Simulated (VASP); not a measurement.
**Si (a cell with a defect): single point with PBE**

Crystal: Si (a cell with a defect).

```xyz
17
Lattice="0.0000 5.4300 5.4300 5.4300 0.0000 5.4300 5.4300 5.4300 0.0000" Properties=species:S:1:pos:R:3 pbc="T T T"
Si   -0.0042    0.0052   -0.0099
Si    1.3554    1.3264    1.3552
Si    2.7337    2.6970   -0.0255
Si    4.1046    4.0749    1.3548
Si    2.7215    0.0064    2.7125
Si    4.0729    1.3578    4.0672
Si    5.4243    2.7093    2.7128
Si    6.7878    4.0728    4.0309
Si   -0.0269    2.6880    2.7396
Si    1.3575    4.0725    4.1009
Si    2.7416    5.4565    2.7385
Si    4.0720    6.7871    4.0803
Si    2.7203    2.7108    5.4201
Si    4.0414    4.0704    6.7851
Si    5.4120    5.4487    5.4045
Si    6.7900    6.8196    6.7848
Si    1.3572    4.0722    1.3636
```

```yaml
Program: VASP 6.6.1
Task: single point
Functional: PBE
Potentials_or_basis: VASP PAW PBE potentials, release 64 (Si)
Cutoff: 520 eV
k_mesh: 2 × 2 × 2
Occupations: fermi-dirac, width 0.02 eV
Spin: no spin polarisation
```

```yaml
Pressure: 5.3 GPa
Largest_force: 0.020 eV/Å
Band_gap_on_the_k_mesh: zero (band 34 reaches 6.93 eV, above the bottom of band 35 at 6.67 eV)
```

Forces on the atoms (eV/Å):
```
Si  -0.011  0.008  0.008
Si   0.002  0.003 -0.015
Si   0.013 -0.015 -0.001
Si  -0.004  0.001 -0.015
Si  -0.005 -0.005  0.017
Si  -0.001 -0.001  0.008
Si   0.004  0.004  0.015
Si   0.001  0.001  0.014
Si   0.008  0.008 -0.004
Si   0.001  0.001  0.002
Si  -0.006 -0.006  0.000
Si   0.000  0.000 -0.007
Si   0.008 -0.011  0.008
Si   0.003  0.001 -0.015
Si  -0.015  0.013 -0.001
Si   0.001 -0.004 -0.015
Si  -0.001 -0.001  0.001
```

Levels at points of the mesh, in eV from the Fermi level:
```csv
k point,band 31,band 32,band 33,band 34,band 35,band 36,band 37,band 38
"(0.00, 0.00, 0.00)",-0.82,-0.82,-0.82,-0.25,-0.24,-0.23,0.08,0.09
"(0.50, 0.00, 0.00)",-1.57,-1.43,-1.43,-0.35,0.53,0.54,0.90,0.90
"(0.00, 0.50, 0.00)",-1.57,-1.43,-1.43,-0.35,0.53,0.54,0.90,0.90
"(0.00, 0.00, 0.50)",-1.56,-1.43,-1.43,-0.34,0.53,0.54,0.89,0.89
"(0.50, 0.50, 0.50)",-1.56,-1.43,-1.43,-0.34,0.53,0.55,0.89,0.89
"(0.50, 0.50, 0.00)",-2.02,-1.89,-0.99,0.01,0.71,1.02,1.03,1.15
"(0.00, 0.50, 0.50)",-2.02,-1.89,-0.99,0.02,0.71,1.02,1.03,1.15
"(0.50, 0.00, 0.50)",-2.02,-1.89,-0.99,0.02,0.71,1.02,1.03,1.15
```

Run time: 3.3 min on 1 thread of Intel(R) Xeon(R) Platinum 8175M CPU @ 2.50GHz (Skylake/Cascade Lake) (shared host), peak memory 0.47 GiB.

Caveat: the k points lie up to 0.50 Å⁻¹ apart.
